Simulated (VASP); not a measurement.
# Ir (Pm-3m) in VASP: further runs

Runs on Ir. Level: r2SCAN. Tasks: single point.

Program: VASP 6.6.1. These are calculated values, not measurements. Logs are shortened: lines on timing, memory, paths and dates and some standing lists are left out, and cuts for length are marked.

**1. The cell of the first run**

Symmetry: Pm-3m, No. 221, cubic system. Conventional cell: a = 2.619 Å, b = 2.619 Å, c = 2.619 Å, α = 90.00°, β = 90.00°, γ = 90.00°. Within 3.5 Å of Ir (site symmetry m-3m) lie 6 Ir at 2.62 Å.

This isn't the form of Ir at room conditions, which is fcc.

**2. Single point, r2SCAN, collinear spin (17.97 Å³/atom)**

File POSCAR:

```
Ir
1.0
    2.6191693714      0.0000000000      0.0000000000
    0.0000000000      2.6191693714      0.0000000000
    0.0000000000      0.0000000000      2.6191693714
Ir
1
Direct
    0.0000000000      0.0000000000      0.0000000000
```

File INCAR.step1:

```
SYSTEM = Ir
ALGO = Normal ; EDIFF = 1E-4
ENCUT = 520 ; GGA = PE
ISMEAR = -1 ; ISPIN = 2
LASPH = .TRUE. ; LCHARG = .FALSE.
LMAXMIX = 4 ; LREAL = .FALSE.
LWAVE = .TRUE. ; MAGMOM = 1
NBANDS = 14 ; NELM = 150
PREC = Accurate ; SIGMA = 0.05
```

File INCAR.step2:

```
SYSTEM = Ir
ALGO = Normal ; EDIFF = 1E-6
ENCUT = 520 ; ISIF = 2
ISMEAR = -1 ; ISPIN = 2
ISTART = 1 ; LASPH = .TRUE.
LCHARG = .FALSE. ; LMAXMIX = 4
LMIXTAU = .TRUE. ; LORBIT = 11
LREAL = .FALSE. ; LWAVE = .FALSE.
MAGMOM = 1 ; METAGGA = R2SCAN
NBANDS = 14 ; NELM = 150
PREC = Accurate ; SIGMA = 0.05
```

File KPOINTS:

```
k-points
0
G
  20 20 20
  0 0 0
```

Potentials or basis: VASP PAW PBE potentials, release 64 (Ir).

Started as:

```bash
$ cat potpaw_PBE.64/Ir/POTCAR > POTCAR
$ cp INCAR.step1 INCAR
$ mpirun -np 1 vasp_std > vasp.out
$ cp INCAR.step2 INCAR
$ mpirun -np 1 vasp_std > vasp.out
```

OUTCAR:

```text
SYSTEM = Ir
   EDIFF = 1E-6
   ENCUT = 520
   ISIF = 2
   ISMEAR = -1
   ISPIN = 2
   ISTART = 1
   LASPH = .TRUE.
   LORBIT = 11
   LREAL = .FALSE.
   METAGGA = R2SCAN
   NELM = 150
   PREC = Accurate

 ion  position               nearest neighbor table
   1  0.000  0.000  0.000-

  LATTYP: Found a simple cubic cell.
 ALAT       =     2.6191693714

  Lattice vectors:

 A1 = (   2.6191693714,   0.0000000000,   0.0000000000)
 A2 = (   0.0000000000,   2.6191693714,   0.0000000000)
 A3 = (   0.0000000000,   0.0000000000,   2.6191693714)

Analysis of symmetry for initial positions (statically):
=====================================================================
 Subroutine PRICEL returns:
 Original cell was already a primitive cell.

 Routine SETGRP: Setting up the symmetry group for a
 simple cubic supercell.

 Subroutine GETGRP returns: Found 48 space group operations
 (whereof 48 operations were pure point group operations)
 out of a pool of 48 trial point group operations.

The static configuration has the point symmetry O_h .

Analysis of symmetry for dynamics (positions and initial velocities):
=====================================================================
 Subroutine PRICEL returns:
 Original cell was already a primitive cell.

 Routine SETGRP: Setting up the symmetry group for a
 simple cubic supercell.

 Subroutine GETGRP returns: Found 48 space group operations
 (whereof 48 operations were pure point group operations)
 out of a pool of 48 trial point group operations.

The dynamic configuration has the point symmetry O_h .

Analysis of structural, dynamic, and magnetic symmetry:
=====================================================================
 Subroutine PRICEL returns:
 Original cell was already a primitive cell.

 Routine SETGRP: Setting up the symmetry group for a
 simple cubic supercell.

 Subroutine GETGRP returns: Found 48 space group operations
 (whereof 48 operations were pure point group operations)
 out of a pool of 48 trial point group operations.

The overall configuration has the point symmetry O_h .

 Subroutine INISYM returns: Found 48 space group operations
 (whereof 48 operations are pure point group operations),
 and found     1 'primitive' translations

----------------------------------------------------------------------------------------

                                     Primitive cell

  volume of cell :      17.9676

  direct lattice vectors                    reciprocal lattice vectors
     2.619169371  0.000000000  0.000000000     0.381800433  0.000000000  0.000000000
     0.000000000  2.619169371  0.000000000     0.000000000  0.381800433  0.000000000
     0.000000000  0.000000000  2.619169371     0.000000000  0.000000000  0.381800433

  length of vectors
     2.619169371  2.619169371  2.619169371     0.381800433  0.381800433  0.381800433

  position of ions in fractional coordinates (direct lattice)
     0.000000000  0.000000000  0.000000000

  ion indices of the primitive-cell ions
   primitive index   ion index
                 1           1

----------------------------------------------------------------------------------------

 KPOINTS: k-points

Automatic generation of k-mesh.
 Grid dimensions read from file:
 generate k-points for:   20   20   20

 Generating k-lattice:

  Cartesian coordinates                     Fractional coordinates (reciprocal lattice)
     0.019090022  0.000000000  0.000000000     0.050000000  0.000000000  0.000000000
     0.000000000  0.019090022  0.000000000     0.000000000  0.050000000  0.000000000
     0.000000000  0.000000000  0.019090022     0.000000000  0.000000000  0.050000000

  Length of vectors
     0.019090022  0.019090022  0.019090022

  Shift w.r.t. Gamma in fractional coordinates (k-lattice)
     0.000000000  0.000000000  0.000000000

 Subroutine IBZKPT returns following result:
 ===========================================

 Found    286 irreducible k-points:

 Following reciprocal coordinates:
            Coordinates               Weight
  0.000000  0.000000  0.000000      1.000000
  0.050000  0.000000  0.000000      6.000000
  0.100000  0.000000  0.000000      6.000000
  0.150000  0.000000  0.000000      6.000000
  0.200000  0.000000  0.000000      6.000000
  0.250000  0.000000  0.000000      6.000000
[... 16 lines left out ...]
  0.150000  0.100000  0.000000     24.000000
  0.200000  0.100000  0.000000     24.000000
 [... further k-points ...]
   k-points           NKPTS =    286   k-points in BZ     NKDIM =    286   number of bands    NBANDS=     14
   number of dos      NEDOS =    301   number of ions     NIONS =      1
   total plane-waves  NPLWV =   8000
   dimension x,y,z NGX =    20 NGY =   20 NGZ =   20
   dimension x,y,z NGXF=    40 NGYF=   40 NGZF=   40
   ions per type =               1
   NGX,Y,Z   is equivalent  to a cutoff of  12.69, 12.69, 12.69 a.u.
   NGXF,Y,Z  is equivalent  to a cutoff of  25.39, 25.39, 25.39 a.u.
 SYSTEM =  Ir
   PREC   = accura    normal or accurate (medium, high low for compatibility)
   ISTART =      1    job   : 0-new  1-cont  2-samecut
   ICHARG =      0    charge: 1-file 2-atom 10-const
   ISPIN  =      2    spin polarized calculation?
   LNONCOLLINEAR =      F non collinear calculations
   LSORBIT =      F    spin-orbit coupling
   LASPH  =      T    aspherical Exc in radial PAW
   ENCUT  =  520.0 eV  38.22 Ry    6.18 a.u.   4.87  4.87  4.87*2*pi/ulx,y,z
   NELM   =    150;   NELMIN=  2; NELMDL=  0     # of ELM steps
   EDIFF  = 0.1E-05   stopping-criterion for ELM
   LREAL  =      F    real-space projection
   EDIFFG = 0.1E-04   stopping-criterion for IOM
   NSW    =      0    number of steps for IOM
   IBRION =     -1    ionic relax: 0-MD 1-quasi-New 2-CG
   NFREE  =      0    steps in history (QN), initial steepest desc. (CG)
   ISIF   =      2    stress and relaxation
   ISYM   =      2    0-nonsym 1-usesym 2-fastsym
   POTIM  = 0.5000    time-step for ionic-motion
   TEBEG  =    0.0;   TEEND  =   0.0 temperature during run
   PSTRESS=    0.0 pullay stress
   NELECT =       9.0000    total number of electrons
   NUPDOWN=      -1.0000    fix difference up-down
   EMIN   =  10.00;   EMAX   =-10.00  energy-range for DOS
   EFERMI =   0.00;   METHOD = LEGACY
   ISMEAR =    -1;   SIGMA  =   0.05  broadening in eV -4-tet -1-fermi 0-gaus
   EFERMI_NEDOS =   21; number of points for ismear=-14 and -15
   IALGO  =     38    algorithm
   IMIX   =      4    mixing-type and parameters
     AMIX     =   0.40;   BMIX     =  1.00
     AMIX_MAG =   1.60;   BMIX_MAG =  1.00
  volume/ion in A,a.u.               =      17.97       121.25
  Fermi-wavevector in a.u.,A,eV,Ry     =   1.300146  2.456919 22.999007  1.690379
  Thomas-Fermi vector in A             =   2.431364
   LORBIT       =     11    0 simple, 1 ext, 2 COOP (PROOUT), +10 PAW based schemes
   METAGGA = R2SCAN    functional components
   LHFCALC =     F    Hartree Fock is set to
   AEXX    =    0.0000 exact exchange contribution
   IVDW    =     0    specifies the selected vdW correction
   LEPSILON=     F    determine dielectric tensor
   LRPA    =     F    only Hartree local field effects (RPA)
 spin polarized calculation
  energy-cutoff  :      520.00
  volume of cell :       17.97
 maximum number of plane-waves:       500
 NGX is ok and might be reduce to    20
   NGX =  9   NGY =  9   NGZ =  9

 number of electron       8.9999999 magnetization      -0.0000129

 number of electron       8.9999999 magnetization       0.0000030

 Free energy of the ion-electron system (eV)
  ---------------------------------------------------
  ext. energy  EPLUGINS =         0.00000000
  ---------------------------------------------------
  free energy    TOTEN  =       -51.28589026 eV

  energy without entropy =      -51.27385973  energy(sigma->0) =      -51.27987500

 E-fermi :   6.4342     XC(G=0): -13.4090

 val. band max:        6.4221916292   @ k =   0.1500   0.1500   0.1500
 cond. band min:       6.4411861354   @ k =   0.4000   0.3000   0.3000
 fundamental gap:      0.0189945062
 Fermi energy:         6.4341695293

 spin component 1

 k-point     1 :       0.0000    0.0000    0.0000
  band No.  band energies     occupation
      1      -2.3879      1.00000
      2       0.7364      1.00000
      3       0.7364      1.00000
      4       7.6224      0.00000
      5       7.6224      0.00000
      6       7.6224      0.00000
      7      22.4184      0.00000
      8      22.4184      0.00000
      9      22.4184      0.00000
     10      28.5852      0.00000
     11      31.1420      0.00000
     12      31.1420      0.00000
     13      35.9407      0.00000
     14      35.9407      0.00000

 k-point     2 :       0.0500    0.0000    0.0000
  band No.  band energies     occupation
      1      -2.3112      1.00000
      2       0.7519      1.00000
      3       0.8077      1.00000
      4       7.5431      0.00000
      5       7.5431      0.00000
      6       7.6284      0.00000
      7      21.8822      0.00000
      8      22.5592      0.00000
      9      22.5592      0.00000
     10      28.9507      0.00000
     11      30.6893      0.00000
     12      31.4276      0.00000
     13      36.0110      0.00000
     14      36.0110      0.00000
[... 343 lines left out ...]
      1      -1.4483      1.00000
      2       1.0835      1.00000
      3       1.5189      1.00000
      4       6.6554      0.01184
      5       7.0091      0.00001
      6       7.3908      0.00000
      7      19.6414      0.00000
      8      21.7306      0.00000
      9      24.1467      0.00000
     10      28.5542      0.00000
     11      31.4660      0.00000
     12      33.3016      0.00000
     13      36.7941      0.00000
     14      37.2935      0.00000

 k-point    24 :       0.2000    0.1000    0.0000
  band No.  band energies     occupation
      1      -1.0363      1.00000
      2       1.1880      1.00000
      3       2.0282      1.00000
      4       6.2612      0.96950
      5       6.6290      0.01992
      6       7.4260      0.00000
      7      18.1693      0.00000
      8      22.3550      0.00000
      9      24.9430      0.00000
     10      27.6651      0.00000
     11      31.4752      0.00000
     12      34.6363      0.00000
     13      37.0744      0.00000
     14      37.7256      0.00000

 [... further k-points ...]

 spin component 2

 k-point     1 :       0.0000    0.0000    0.0000
  band No.  band energies     occupation
      1      -2.3879      1.00000
      2       0.7364      1.00000
      3       0.7364      1.00000
      4       7.6224      0.00000
      5       7.6224      0.00000
      6       7.6224      0.00000
      7      22.4184      0.00000
      8      22.4184      0.00000
      9      22.4184      0.00000
     10      28.5852      0.00000
     11      31.1420      0.00000
     12      31.1420      0.00000
     13      35.9407      0.00000
     14      35.9407      0.00000

 k-point     2 :       0.0500    0.0000    0.0000
  band No.  band energies     occupation
      1      -2.3112      1.00000
      2       0.7519      1.00000
      3       0.8077      1.00000
      4       7.5431      0.00000
      5       7.5431      0.00000
      6       7.6285      0.00000
      7      21.8822      0.00000
      8      22.5592      0.00000
      9      22.5592      0.00000
     10      28.9507      0.00000
     11      30.6893      0.00000
     12      31.4276      0.00000
     13      36.0110      0.00000
     14      36.0110      0.00000
[... 343 lines left out ...]
      1      -1.4483      1.00000
      2       1.0835      1.00000
      3       1.5189      1.00000
      4       6.6554      0.01184
      5       7.0091      0.00001
      6       7.3908      0.00000
      7      19.6414      0.00000
      8      21.7306      0.00000
      9      24.1467      0.00000
     10      28.5542      0.00000
     11      31.4660      0.00000
     12      33.3016      0.00000
     13      36.7941      0.00000
     14      37.2935      0.00000

 k-point    24 :       0.2000    0.1000    0.0000
  band No.  band energies     occupation
      1      -1.0363      1.00000
      2       1.1880      1.00000
      3       2.0282      1.00000
      4       6.2612      0.96950
      5       6.6290      0.01992
      6       7.4260      0.00000
      7      18.1693      0.00000
      8      22.3550      0.00000
      9      24.9430      0.00000
     10      27.6651      0.00000
     11      31.4752      0.00000
     12      34.6363      0.00000
     13      37.0744      0.00000
     14      37.7256      0.00000

 [... further k-points ...]
[... 5 lines left out ...]
  --------------------------------------------------------------------------------------
  -------------------------------------------------------------------------------------
  Total       -1.8197023     -1.8197023     -1.8197023     -0.0000000     -0.0000000     -0.0000000
  in kB     -162.2632527   -162.2632527   -162.2632527     -0.0000000     -0.0000000     -0.0000000
  external PRESSURE =    -162.2632527 kB  Pullay stress =       0.0000000 kB

 VOLUME and BASIS-vectors are now :
 -----------------------------------------------------------------------------
  energy-cutoff  :      520.00
  volume of cell :       17.97
      direct lattice vectors                 reciprocal lattice vectors
     2.619169371  0.000000000  0.000000000     0.381800433  0.000000000  0.000000000
     0.000000000  2.619169371  0.000000000     0.000000000  0.381800433  0.000000000
     0.000000000  0.000000000  2.619169371     0.000000000  0.000000000  0.381800433

 POSITION                                       TOTAL-FORCE (eV/Angst)
 -----------------------------------------------------------------------------------
      0.00000      0.00000      0.00000         0.000000      0.000000      0.000000
 -----------------------------------------------------------------------------------
    total drift:                                0.000000      0.000000      0.000000

  FREE ENERGIE OF THE ION-ELECTRON SYSTEM (eV)
  ---------------------------------------------------
  free  energy   TOTEN  =       -51.2858902644 eV

  energy  without entropy=      -51.2738597335  energy(sigma->0) =      -51.27987500

 total charge

# of ion       s       p       d       tot
------------------------------------------
    1        0.705   0.463   6.956   8.124

 magnetization (x)

# of ion       s       p       d       tot
------------------------------------------
    1        0.000  -0.000   0.000   0.000
```

Run time: 3.4 min. Hardware: 1 thread of Intel Xeon Platinum 8488C (Sapphire Rapids), shared host; peak memory 0.22 GiB.

What came out:

```
Free energy                                           : -51.2859 eV
Pressure                                              : -16.2 GPa
Net moment                                            : 0.00 μB per cell
Valence electrons inside the program's atomic spheres : Ir 8.12
```

Levels at points of the mesh, in eV from the Fermi level:
Spin up:
| k point | band 2 | band 3 | band 4 | band 5 | band 6 | band 7 |
| --- | --- | --- | --- | --- | --- | --- |
| (0.00, 0.00, 0.00) | -5.70 | -5.70 | 1.19 | 1.19 | 1.19 | 15.98 |
| (0.50, 0.00, 0.00) | -5.02 | -1.37 | -1.37 | -0.50 | 1.44 | 5.68 |
| (0.50, 0.50, 0.00) | -4.53 | -0.90 | -0.90 | 3.16 | 4.72 | 4.72 |
| (0.50, 0.50, 0.50) | -4.86 | -4.86 | 3.33 | 3.33 | 10.34 | 10.70 |
Spin down:
```tsv
k point	band 1	band 2	band 3	band 4	band 5	band 6	band 7	band 8
(0.00, 0.00, 0.00)	-8.82	-5.70	-5.70	1.19	1.19	1.19	15.98	15.98
(0.50, 0.00, 0.00)	-5.97	-5.02	-1.37	-1.37	-0.50	1.44	5.68	17.23
(0.50, 0.50, 0.00)	-5.99	-4.53	-0.90	-0.90	3.16	4.72	4.72	10.97
(0.50, 0.50, 0.50)	-4.86	-4.86	-4.86	3.33	3.33	10.34	10.70	10.70
```

Caveat: the cell stands under tension; the PAW data sets were made with another functional, which shifts forces and pressure a little; spin-orbit coupling is left out, which moves the levels of the heavy elements.

**3. Single point, r2SCAN, collinear spin (18.63 Å³/atom)**

This run uses another cell than the first one, of 18.63 Å³/atom.

File POSCAR:

```
Ir
1.0
    2.6511136096      0.0000000000      0.0000000000
    0.0000000000      2.6511136096      0.0000000000
    0.0000000000      0.0000000000      2.6511136096
Ir
1
Direct
    0.0000000000      0.0000000000      0.0000000000
```

File INCAR.step1:

```
SYSTEM = Ir
ALGO = Normal
EDIFF = 1E-4
ENCUT = 520
GGA = PE
ISMEAR = -1
ISPIN = 2
LASPH = .TRUE.
LCHARG = .FALSE.
LMAXMIX = 4
LREAL = .FALSE.
LWAVE = .TRUE.
MAGMOM = 1
NBANDS = 14
NELM = 150
PREC = Accurate
SIGMA = 0.05
```

File INCAR.step2:

```
SYSTEM = Ir
ALGO = Normal
EDIFF = 1E-7
ENCUT = 520
ISIF = 2
ISMEAR = -1
ISPIN = 2
ISTART = 1
LASPH = .TRUE.
LCHARG = .TRUE.
LELF = .TRUE.
LMAXMIX = 4
LMIXTAU = .TRUE.
LORBIT = 11
LREAL = .FALSE.
LVHAR = .TRUE.
LWAVE = .FALSE.
MAGMOM = 1
METAGGA = R2SCAN
NBANDS = 14
NELM = 150
PREC = Accurate
SIGMA = 0.05
```

KPOINTS is that of step 2.

Potentials or basis: VASP PAW PBE potentials, release 64 (Ir).

Started as:

```bash
$ cat potpaw_PBE.64/Ir/POTCAR > POTCAR
$ cp INCAR.step1 INCAR
$ mpirun -np 1 vasp_std > vasp.out
$ cp INCAR.step2 INCAR
$ mpirun -np 1 vasp_std > vasp.out
```

Wall time 3.5 min (1 thread of Intel Xeon Platinum 8488C (Sapphire Rapids), shared host); peak memory 0.23 GiB.

The run converged. Its results:

```yaml
Free_energy: -51.2057 eV
Pressure: -22.2 GPa
Net_moment: 0.00 μB per cell
Valence_electrons_inside_the_program's_atomic_spheres: Ir 8.04
```

Levels at points of the mesh, in eV from the Fermi level:
Spin up:
```tsv
k point	band 1	band 2	band 3	band 4	band 5	band 6	band 7	band 8
(0.00, 0.00, 0.00)	-8.51	-5.41	-5.41	1.11	1.11	1.11	15.73	15.73
(0.50, 0.00, 0.00)	-5.73	-4.77	-1.30	-1.30	-0.37	1.34	5.39	17.18
(0.50, 0.50, 0.00)	-5.65	-4.33	-0.85	-0.85	2.97	4.67	4.67	10.45
(0.50, 0.50, 0.50)	-4.58	-4.58	-4.58	3.13	3.13	10.40	10.40	10.40
```
Spin down:
| k point | band 1 | band 2 | band 3 | band 4 | band 5 | band 6 | band 7 | band 8 |
| --- | --- | --- | --- | --- | --- | --- | --- | --- |
| (0.00, 0.00, 0.00) | -8.51 | -5.41 | -5.41 | 1.11 | 1.11 | 1.11 | 15.73 | 15.73 |
| (0.50, 0.00, 0.00) | -5.73 | -4.77 | -1.30 | -1.30 | -0.37 | 1.34 | 5.39 | 17.18 |
| (0.50, 0.50, 0.00) | -5.65 | -4.33 | -0.85 | -0.85 | 2.97 | 4.67 | 4.67 | 10.45 |
| (0.50, 0.50, 0.50) | -4.58 | -4.58 | -4.58 | 3.13 | 3.13 | 10.40 | 10.40 | 10.40 |

Caveat: the cell stands under tension; the PAW data sets were made with another functional, which shifts forces and pressure a little; spin-orbit coupling is left out, which moves the levels of the heavy elements.
